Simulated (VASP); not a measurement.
# Rb (Im-3m) in VASP: further runs, part 2 of 2

VASP 6.6.1.

## Step 3: Single point, PBEsol (85.40 Å³/atom)

This run uses another cell than the first one, of 85.40 Å³/atom.

Contents of INCAR:

```
SYSTEM = Rb
  PREC = Accurate
  ENCUT = 520
  EDIFF = 1E-7
  ISMEAR = 0
  SIGMA = 0.1
  LREAL = .FALSE.
  LASPH = .TRUE.
  NELM = 80
  ALGO = Normal
  ISIF = 2
  LWAVE = .FALSE.
  LCHARG = .FALSE.
  GGA = PS
  NBANDS = 10
```

Contents of KPOINTS:

```
regular mesh
0
G
  10 10 10
  0 0 0
```

Contents of POSCAR:

```
Rb
1.0
   -2.7741899836      2.7741899836      2.7741899836
    2.7741899836     -2.7741899836      2.7741899836
    2.7741899836      2.7741899836     -2.7741899836
Rb
1
Direct
    0.0000000000      0.0000000000      0.0000000000
```

Potentials or basis: VASP PAW PBE potentials, release 64 (Rb_sv).

Command:

```
> cat potpaw_PBE.64/Rb_sv/POTCAR > POTCAR
> mpirun -np 1 vasp_std > vasp.out
```

Run time: 21 s. Hardware: 1 thread of Intel Xeon Platinum 8488C (Sapphire Rapids), shared host; peak memory 0.21 GiB.

It converged, with:

```yaml
Free_energy: -1.0240 eV
Pressure: 0.0 GPa
Band_gap_on_the_k_mesh: zero (an odd number of electrons rules out a gap without spin polarisation)
```

Levels at points of the mesh, in eV from the Fermi level:
| k point | band 1 | band 2 | band 3 | band 4 | band 5 | band 6 | band 7 | band 8 | band 9 | band 10 |
| --- | --- | --- | --- | --- | --- | --- | --- | --- | --- | --- |
| (0.00, 0.00, 0.00) | -28.83 | -12.87 | -12.87 | -12.87 | -2.06 | 3.73 | 3.73 | 3.73 | 4.73 | 4.73 |
| (0.50, 0.00, 0.00) | -28.82 | -12.99 | -12.91 | -12.87 | 0.22 | 0.82 | 2.59 | 4.39 | 5.34 | 5.38 |
| (0.50, 0.50, 0.50) | -28.82 | -12.95 | -12.95 | -12.95 | 1.22 | 1.22 | 3.41 | 3.41 | 3.41 | 5.15 |

Caveat: the PAW data sets were made with another functional, which shifts forces and pressure a little.

## Step 4: Single point, PBEsol (90.68 Å³/atom)

This run uses another cell than the first one, of 90.68 Å³/atom.

Contents of INCAR:

```
PREC = Accurate ; ENCUT = 520
EDIFF = 1E-7 ; ISMEAR = 0
SIGMA = 0.1 ; LREAL = F
LASPH = T ; NELM = 60
ALGO = Normal ; ISIF = 2
LWAVE = F ; LCHARG = F
GGA = PS ; NBANDS = 10
```

Contents of KPOINTS:

```
Automatic mesh
0
Gamma
  10 10 10
```

Contents of POSCAR:

```
Rb
1.0
   -2.8302493294      2.8302493294      2.8302493294
    2.8302493294     -2.8302493294      2.8302493294
    2.8302493294      2.8302493294     -2.8302493294
Rb
1
Direct
    0.0000000000      0.0000000000      0.0000000000
```

Potentials or basis: VASP PAW PBE potentials, release 64 (Rb_sv).

Command:

```
> cat potpaw_PBE.64/Rb_sv/POTCAR > POTCAR
> mpirun -np 1 vasp_std > vasp.out
```

OUTCAR:

```text
PREC = Accurate
   ENCUT = 520
   EDIFF = 1E-7
   ISMEAR = 0
   LREAL = F
   LASPH = T
   NELM = 60
   ISIF = 2
   GGA = PS

 ion  position               nearest neighbor table
   1  0.000  0.000  0.000-

  LATTYP: Found a body centered cubic cell.
 ALAT       =     5.6604986588

  Lattice vectors:

 A1 = (  -2.8302493294,   2.8302493294,   2.8302493294)
 A2 = (   2.8302493294,  -2.8302493294,   2.8302493294)
[... 489 lines left out ...]
      8       3.7216      0.00000
      9       4.5801      0.00000
     10       5.0122      0.00000

 [... further k-points ...]

------------------------ aborting loop because EDIFF is reached ----------------------------------------

  FORCE on cell =-STRESS in cart. coord.  units (eV):
  Direction    XX          YY          ZZ          XY          YZ          ZX
  --------------------------------------------------------------------------------------
  -------------------------------------------------------------------------------------
  Total       -0.0712709     -0.0712709     -0.0712709     -0.0000000     -0.0000000      0.0000000
  in kB       -1.2591828     -1.2591828     -1.2591828     -0.0000000     -0.0000000      0.0000000
  external PRESSURE =      -1.2591828 kB  Pullay stress =       0.0000000 kB

 VOLUME and BASIS-vectors are now :
 -----------------------------------------------------------------------------
  energy-cutoff  :      520.00
  volume of cell :       90.68
      direct lattice vectors                 reciprocal lattice vectors
    -2.830249329  2.830249329  2.830249329     0.000000000  0.176662881  0.176662881
     2.830249329 -2.830249329  2.830249329     0.176662881  0.000000000  0.176662881
     2.830249329  2.830249329 -2.830249329     0.176662881  0.176662881  0.000000000

 POSITION                                       TOTAL-FORCE (eV/Angst)
 -----------------------------------------------------------------------------------
      0.00000      0.00000      0.00000         0.000000      0.000000     -0.000000
 -----------------------------------------------------------------------------------
    total drift:                               -0.000000      0.000000      0.000000

  FREE ENERGIE OF THE ION-ELECTRON SYSTEM (eV)
  ---------------------------------------------------
  free  energy   TOTEN  =        -1.0225630386 eV

  energy  without entropy=       -1.0163572191  energy(sigma->0) =       -1.01946013
```

OSZICAR:

```text
N       E                     dE             d eps       ncg     rms          rms(c)
DAV:   1     0.426507806707E+02    0.42651E+02   -0.33477E+03   940   0.660E+02
DAV:   2     0.183659396285E+01   -0.40814E+02   -0.40100E+02  1044   0.121E+02
DAV:   3    -0.925315337347E+00   -0.27619E+01   -0.27565E+01  1282   0.321E+01
DAV:   4    -0.101973506063E+01   -0.94420E-01   -0.94329E-01  1310   0.546E+00
DAV:   5    -0.102238904682E+01   -0.26540E-02   -0.26538E-02  1290   0.688E-01    0.112E+00
DAV:   6    -0.102212144267E+01    0.26760E-03   -0.22318E-03  1344   0.272E-01    0.677E-01
DAV:   7    -0.102247418234E+01   -0.35274E-03   -0.37167E-03  1312   0.346E-01    0.515E-02
DAV:   8    -0.102255677699E+01   -0.82595E-04   -0.14894E-04  1082   0.106E-01    0.153E-02
DAV:   9    -0.102256327691E+01   -0.64999E-05   -0.89210E-06  1384   0.207E-02    0.531E-03
DAV:  10    -0.102256301173E+01    0.26518E-06   -0.28043E-06  1308   0.924E-03    0.741E-04
DAV:  11    -0.102256303860E+01   -0.26871E-07   -0.10264E-07   872   0.206E-03
   1 F= -.10225630E+01 E0= -.10194601E+01  d E =-.620582E-02
```

Wall time 26 s (1 thread of Intel Xeon Platinum 8488C (Sapphire Rapids), shared host); peak memory 0.21 GiB.

Results:

* Free energy: -1.0226 eV
* Pressure: -0.1 GPa
* Band gap on the k mesh: zero (an odd number of electrons rules out a gap without spin polarisation)

Caveat: the PAW data sets were made with another functional, which shifts forces and pressure a little.

## Step 5: The runs side by side

| cell | gap on the mesh (eV) | pressure (GPa) |
| --- | --- | --- |
| a = 4.755 Å, angles 109.5°, 1 atom | none | 0.1 |
| a = 4.805 Å, angles 109.5°, 1 atom | none | 0.0 |
| a = 4.902 Å, angles 109.5°, 1 atom | none | -0.1 |

Alike in all rows: task single point; level PBEsol; potentials or basis VASP PAW PBE potentials, release 64 (Rb_sv); no spin polarisation; k mesh 10 × 10 × 10; cutoff (eV) 520; smearing gaussian 0.1 eV.

Caveats: the PAW data sets were made with another functional, which shifts forces and pressure a little.

Absolute energies hang on the potentials; compare differences alone.
